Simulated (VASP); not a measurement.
# CaO (Fm-3m) in VASP: further runs

CaO is run at these levels: PBE; tasks: single point.

Program: VASP 6.6.1. These are calculated values, not measurements. Logs are shortened: lines on timing, memory, paths and dates and some standing lists are left out, and cuts for length are marked.

### 1 The cell of the first run

The structure is cubic, space group Fm-3m (No. 225). Conventional cell: a = 4.898 Å, b = 4.898 Å, c = 4.898 Å, α = 90.00°, β = 90.00°, γ = 90.00°. Within 3.2 Å of Ca (site symmetry m-3m) lie 6 O at 2.45 Å. O (site symmetry m-3m) has 6 Ca at 2.45 Å within 3.2 Å.

### 2 Single point, PBE

Contents of INCAR:

```
SYSTEM = CaO
ALGO     = Normal         ! electronic algorithm
EDIFF    = 1E-6           ! SCF threshold, eV
ENCUT    = 520            ! plane-wave cutoff, eV
GGA      = PE             ! functional
ISIF     = 2              ! what is computed and relaxed
ISMEAR   = 0              ! smearing method
LASPH    = .True.         ! aspherical terms in the spheres
LCHARG   = .False.        ! write CHGCAR
LREAL    = .False.        ! projectors in reciprocal space
LWAVE    = .False.        ! write WAVECAR
NBANDS   = 15             ! bands
NELM     = 80             ! most SCF steps
PREC     = Accurate       ! precision mode
SIGMA    = 0.05           ! smearing width, eV
```

Contents of KPOINTS:

```
k-points
0
Gamma
  8 8 8
  0 0 0
```

Contents of POSCAR:

```
CaO
1.0
    0.0000000000      2.4490000000      2.4490000000
    2.4490000000      0.0000000000      2.4490000000
    2.4490000000      2.4490000000      0.0000000000
Ca O
1 1
Direct
    0.0000000000      0.0000000000      0.0000000000
    0.5000000000      0.5000000000      0.5000000000
```

Potentials or basis: VASP PAW PBE potentials, release 64 (Ca_sv, O).

On the command line:

```console
$ cat potpaw_PBE.64/Ca_sv/POTCAR potpaw_PBE.64/O/POTCAR > POTCAR
$ mpirun -np 1 vasp_std > vasp.out
```

OUTCAR:

```text
SYSTEM = CaO
   EDIFF = 1E-6
   ENCUT = 520
   GGA = PE
   ISIF = 2
   ISMEAR = 0
   LASPH = .True.
   LREAL = .False.
   NELM = 80
   PREC = Accurate

 ion  position               nearest neighbor table
   1  0.000  0.000  0.000-   2 2.45   2 2.45   2 2.45   2 2.45   2 2.45   2 2.45
   2  0.500  0.500  0.500-   1 2.45   1 2.45   1 2.45   1 2.45   1 2.45   1 2.45

  LATTYP: Found a face centered cubic cell.
 ALAT       =     4.8980000000

  Lattice vectors:

 A1 = (   0.0000000000,   2.4490000000,   2.4490000000)
 A2 = (   2.4490000000,   0.0000000000,   2.4490000000)
 A3 = (   2.4490000000,   2.4490000000,   0.0000000000)

Analysis of symmetry for initial positions (statically):
=====================================================================
 Subroutine PRICEL returns:
 Original cell was already a primitive cell.

 Routine SETGRP: Setting up the symmetry group for a
 face centered cubic supercell.

 Subroutine GETGRP returns: Found 48 space group operations
 (whereof 48 operations were pure point group operations)
 out of a pool of 48 trial point group operations.

The static configuration has the point symmetry O_h .

Analysis of symmetry for dynamics (positions and initial velocities):
=====================================================================
 Subroutine PRICEL returns:
 Original cell was already a primitive cell.

 Routine SETGRP: Setting up the symmetry group for a
 face centered cubic supercell.

 Subroutine GETGRP returns: Found 48 space group operations
 (whereof 48 operations were pure point group operations)
 out of a pool of 48 trial point group operations.

The dynamic configuration has the point symmetry O_h .

 Subroutine INISYM returns: Found 48 space group operations
 (whereof 48 operations are pure point group operations),
 and found     1 'primitive' translations

----------------------------------------------------------------------------------------

                                     Primitive cell

  volume of cell :      29.3762

  direct lattice vectors                    reciprocal lattice vectors
     0.000000000  2.449000000  2.449000000    -0.204164965  0.204164965  0.204164965
     2.449000000  0.000000000  2.449000000     0.204164965 -0.204164965  0.204164965
     2.449000000  2.449000000  0.000000000     0.204164965  0.204164965 -0.204164965

  length of vectors
     3.463409014  3.463409014  3.463409014     0.353624093  0.353624093  0.353624093

  position of ions in fractional coordinates (direct lattice)
     0.000000000  0.000000000  0.000000000
     0.500000000  0.500000000  0.500000000

  ion indices of the primitive-cell ions
   primitive index   ion index
                 1           1
                 2           2

----------------------------------------------------------------------------------------

 KPOINTS: k-points

Automatic generation of k-mesh.
 Grid dimensions read from file:
 generate k-points for:    8    8    8

 Generating k-lattice:

  Cartesian coordinates                     Fractional coordinates (reciprocal lattice)
    -0.025520621  0.025520621  0.025520621     0.125000000  0.000000000  0.000000000
     0.025520621 -0.025520621  0.025520621     0.000000000  0.125000000  0.000000000
     0.025520621  0.025520621 -0.025520621     0.000000000  0.000000000  0.125000000

  Length of vectors
     0.044203012  0.044203012  0.044203012

  Shift w.r.t. Gamma in fractional coordinates (k-lattice)
     0.000000000  0.000000000  0.000000000

 Subroutine IBZKPT returns following result:
 ===========================================

 Found     29 irreducible k-points:

 Following reciprocal coordinates:
            Coordinates               Weight
  0.000000  0.000000  0.000000      1.000000
  0.125000  0.000000  0.000000      8.000000
  0.250000  0.000000  0.000000      8.000000
  0.375000  0.000000  0.000000      8.000000
  0.500000  0.000000  0.000000      4.000000
  0.125000  0.125000  0.000000      6.000000
[... 16 lines left out ...]
  0.500000  0.250000  0.125000     48.000000
 -0.375000  0.250000  0.125000     24.000000
 [... further k-points ...]
   k-points           NKPTS =     29   k-points in BZ     NKDIM =     29   number of bands    NBANDS=     15
   number of dos      NEDOS =    301   number of ions     NIONS =      2
   total plane-waves  NPLWV =  21952
   dimension x,y,z NGX =    28 NGY =   28 NGZ =   28
   dimension x,y,z NGXF=    56 NGYF=   56 NGZF=   56
   ions per type =               1   1
   NGX,Y,Z   is equivalent  to a cutoff of  13.44, 13.44, 13.44 a.u.
   NGXF,Y,Z  is equivalent  to a cutoff of  26.88, 26.88, 26.88 a.u.
 SYSTEM =  CaO
   PREC   = accura    normal or accurate (medium, high low for compatibility)
   ISTART =      0    job   : 0-new  1-cont  2-samecut
   ICHARG =      2    charge: 1-file 2-atom 10-const
   ISPIN  =      1    spin polarized calculation?
   LNONCOLLINEAR =      F non collinear calculations
   LSORBIT =      F    spin-orbit coupling
   LASPH  =      T    aspherical Exc in radial PAW
   ENCUT  =  520.0 eV  38.22 Ry    6.18 a.u.   6.44  6.44  6.44*2*pi/ulx,y,z
   NELM   =     80;   NELMIN=  2; NELMDL= -5     # of ELM steps
   EDIFF  = 0.1E-05   stopping-criterion for ELM
   LREAL  =      F    real-space projection
   EDIFFG = 0.1E-04   stopping-criterion for IOM
   NSW    =      0    number of steps for IOM
   IBRION =     -1    ionic relax: 0-MD 1-quasi-New 2-CG
   NFREE  =      0    steps in history (QN), initial steepest desc. (CG)
   ISIF   =      2    stress and relaxation
   ISYM   =      2    0-nonsym 1-usesym 2-fastsym
   POTIM  = 0.5000    time-step for ionic-motion
   TEBEG  =    0.0;   TEEND  =   0.0 temperature during run
   PSTRESS=    0.0 pullay stress
   NELECT =      16.0000    total number of electrons
   NUPDOWN=      -1.0000    fix difference up-down
   EMIN   =  10.00;   EMAX   =-10.00  energy-range for DOS
   EFERMI =   0.00;   METHOD = LEGACY
   ISMEAR =     0;   SIGMA  =   0.05  broadening in eV -4-tet -1-fermi 0-gaus
   EFERMI_NEDOS =   21; number of points for ismear=-14 and -15
   IALGO  =     38    algorithm
   IMIX   =      4    mixing-type and parameters
     AMIX     =   0.40;   BMIX     =  1.00
     AMIX_MAG =   1.60;   BMIX_MAG =  1.00
  volume/ion in A,a.u.               =      14.69        99.12
  Fermi-wavevector in a.u.,A,eV,Ry     =   1.336953  2.526474 24.319632  1.787443
  Thomas-Fermi vector in A             =   2.465539
   LORBIT       =      0    0 simple, 1 ext, 2 COOP (PROOUT), +10 PAW based schemes
   GGA     = PE    functional components
   LHFCALC =     F    Hartree Fock is set to
   AEXX    =    0.0000 exact exchange contribution
   IVDW    =     0    specifies the selected vdW correction
   LEPSILON=     F    determine dielectric tensor
   LRPA    =     F    only Hartree local field effects (RPA)
 non-spin polarized calculation
 Gauss-broadening in eV      SIGMA  =   0.05
  energy-cutoff  :      520.00
  volume of cell :       29.38
 maximum number of plane-waves:       817
 NGX is ok and might be reduce to    28
   NGX = 13   NGY = 13   NGZ = 13

 number of electron      16.0000005 magnetization

 Free energy of the ion-electron system (eV)
  ---------------------------------------------------
  ext. energy  EPLUGINS =         0.00000000
  ---------------------------------------------------
  free energy    TOTEN  =       -12.79491895 eV

  energy without entropy =      -12.79491895  energy(sigma->0) =      -12.79491895

 E-fermi :   2.3363     XC(G=0): -10.2028

 val. band max:        2.0390617897   @ k =   0.0000   0.0000   0.0000
 cond. band min:       5.6826495623   @ k =   0.5000   0.5000   0.0000
 fundamental gap:      3.6435877726
 Fermi energy:         2.3362787101

 k-point     1 :       0.0000    0.0000    0.0000
  band No.  band energies     occupation
      1     -35.8362      2.00000
      2     -16.6365      2.00000
      3     -16.6365      2.00000
      4     -16.6365      2.00000
      5     -13.3845      2.00000
      6       2.0391      2.00000
      7       2.0391      2.00000
      8       2.0391      2.00000
      9       6.3075      0.00000
     10       8.1200      0.00000
     11       8.1200      0.00000
     12       8.1200      0.00000
     13       9.5274      0.00000
     14       9.5274      0.00000
     15      16.7541      0.00000

 k-point     2 :       0.1250    0.0000    0.0000
  band No.  band energies     occupation
      1     -35.8246      2.00000
      2     -16.7948      2.00000
      3     -16.6435      2.00000
      4     -16.6435      2.00000
      5     -13.2143      2.00000
      6       1.5213      2.00000
      7       1.8489      2.00000
      8       1.8489      2.00000
      9       6.9811      0.00000
     10       8.0768      0.00000
     11       8.3658      0.00000
     12       8.3658      0.00000
     13       9.8612      0.00000
     14       9.8612      0.00000
     15      17.2654      0.00000

 k-point     3 :       0.2500    0.0000    0.0000
  band No.  band energies     occupation
      1     -35.7966      2.00000
      2     -17.1272      2.00000
      3     -16.6600      2.00000
      4     -16.6600      2.00000
      5     -12.8498      2.00000
      6       0.5695      2.00000
      7       1.4389      2.00000
      8       1.4389      2.00000
      9       8.1041      0.00000
     10       8.4285      0.00000
     11       9.0089      0.00000
     12       9.0089      0.00000
     13      10.6685      0.00000
     14      10.6685      0.00000
     15      17.3846      0.00000

 k-point     4 :       0.3750    0.0000    0.0000
  band No.  band energies     occupation
      1     -35.7684      2.00000
      2     -17.4132      2.00000
      3     -16.6764      2.00000
      4     -16.6764      2.00000
      5     -12.5290      2.00000
      6      -0.1876      2.00000
      7       1.0803      2.00000
      8       1.0803      2.00000
      9       8.5287      0.00000
     10       9.6448      0.00000
     11       9.7458      0.00000
     12       9.7458      0.00000
     13      11.5535      0.00000
     14      11.5535      0.00000
     15      16.1375      0.00000
[... 307 lines left out ...]
 k-point    22 :       0.3750    0.2500    0.1250
  band No.  band energies     occupation
      1     -35.7761      2.00000
      2     -17.1607      2.00000
      3     -16.7673      2.00000
      4     -16.6898      2.00000
      5     -12.8040      2.00000
      6       0.3092      2.00000
      7       1.3223      2.00000
      8       1.5408      2.00000
      9       7.3126      0.00000
     10       8.7188      0.00000
     11       9.6492      0.00000
     12       9.9259      0.00000
     13      10.6586      0.00000
     14      11.7395      0.00000
     15      17.8054      0.00000

 k-point    23 :       0.5000    0.2500    0.1250
  band No.  band energies     occupation
      1     -35.7537      2.00000
      2     -17.2872      2.00000
      3     -16.8207      2.00000
      4     -16.7202      2.00000
      5     -12.6759      2.00000
      6       0.1277      2.00000
      7       1.0480      2.00000
      8       1.2351      2.00000
      9       7.7698      0.00000
     10       9.1966      0.00000
     11      10.1889      0.00000
     12      10.2354      0.00000
     13      11.5242      0.00000
     14      12.6189      0.00000
     15      16.1151      0.00000

 k-point    24 :      -0.3750    0.2500    0.1250
  band No.  band energies     occupation
      1     -35.7444      2.00000
      2     -17.3388      2.00000
      3     -16.8335      2.00000
      4     -16.7406      2.00000
      5     -12.6263      2.00000
      6       0.0760      2.00000
      7       0.9659      2.00000
      8       1.0603      2.00000
      9       8.5630      0.00000
     10       8.6387      0.00000
     11      10.4638      0.00000
     12      10.5541      0.00000
     13      11.7988      0.00000
     14      13.4126      0.00000
     15      15.1368      0.00000

 [... further k-points ...]

------------------------ aborting loop because EDIFF is reached ----------------------------------------

  FORCE on cell =-STRESS in cart. coord.  units (eV):
  Direction    XX          YY          ZZ          XY          YZ          ZX
  --------------------------------------------------------------------------------------
  -------------------------------------------------------------------------------------
  Total       -0.6520453     -0.6520453     -0.6520453     -0.0000000     -0.0000000      0.0000000
  in kB      -35.5624778    -35.5624778    -35.5624778     -0.0000000     -0.0000000      0.0000000
  external PRESSURE =     -35.5624778 kB  Pullay stress =       0.0000000 kB

 VOLUME and BASIS-vectors are now :
 -----------------------------------------------------------------------------
  energy-cutoff  :      520.00
  volume of cell :       29.38
      direct lattice vectors                 reciprocal lattice vectors
     0.000000000  2.449000000  2.449000000    -0.204164965  0.204164965  0.204164965
     2.449000000  0.000000000  2.449000000     0.204164965 -0.204164965  0.204164965
     2.449000000  2.449000000  0.000000000     0.204164965  0.204164965 -0.204164965

 POSITION                                       TOTAL-FORCE (eV/Angst)
 -----------------------------------------------------------------------------------
      0.00000      0.00000      0.00000         0.000000      0.000000     -0.000000
      2.44900      2.44900      2.44900         0.000000      0.000000      0.000000
 -----------------------------------------------------------------------------------
    total drift:                                0.000000      0.000000      0.000000

  FREE ENERGIE OF THE ION-ELECTRON SYSTEM (eV)
  ---------------------------------------------------
  free  energy   TOTEN  =       -12.7949189533 eV

  energy  without entropy=      -12.7949189533  energy(sigma->0) =      -12.79491895
```

It took 7.1 s on 1 thread of Intel Xeon 6975P-C (Granite Rapids), shared host; peak memory 0.16 GiB.

What came out:

```yaml
Free_energy: -12.7949 eV
Pressure: -3.6 GPa
Band_gap_on_the_k_mesh: 3.64 eV, indirect (least direct gap 4.03 eV)
```

A k mesh can miss the band edges. PBE gaps usually lie below the measured ones, often by a third to a half.

### 3 Single point, PBE

Contents of INCAR:

```
SYSTEM = CaO
PREC = Accurate
ENCUT = 520
EDIFF = 1E-6
ISMEAR = 0
SIGMA = 0.05
LREAL = .False.
LASPH = .True.
NELM = 100
ALGO = Normal
ISIF = 2
LWAVE = .False.
LCHARG = .True.
GGA = PE
LELF = .True.
LVHAR = .True.
NBANDS = 15
```

Contents of KPOINTS:

```
Automatic mesh
0
Gamma
  10 10 10
  0 0 0
```

POSCAR is that of step 2.

Potentials or basis: VASP PAW PBE potentials, release 64 (Ca_sv, O).

On the command line:

```console
$ cat potpaw_PBE.64/Ca_sv/POTCAR potpaw_PBE.64/O/POTCAR > POTCAR
$ mpirun -np 1 vasp_std > vasp.out
```

Run time: 13 s. Hardware: 1 thread of Intel Xeon 6975P-C (Granite Rapids), shared host; peak memory 0.16 GiB.

Results (log left out):

* Free energy: -12.7949 eV
* Pressure: -3.6 GPa
* Band gap on the k mesh: 3.64 eV, indirect (least direct gap 4.03 eV)

Levels at points of the mesh, in eV from the valence-band top:
```csv
k point,band 6,band 7,band 8,band 9,band 10,band 11
"(0.00, 0.00, 0.00)",0.00,0.00,0.00,4.27,6.08,6.08
"(0.50, 0.00, 0.00)",-2.51,-1.10,-1.10,6.78,8.05,8.05
"(0.50, 0.50, 0.00)",-1.32,-0.38,-0.38,3.64,7.63,8.57
```

A k mesh can miss the band edges. PBE gaps usually lie below the measured ones, often by a third to a half.

(Continued in part 2 of 2.)
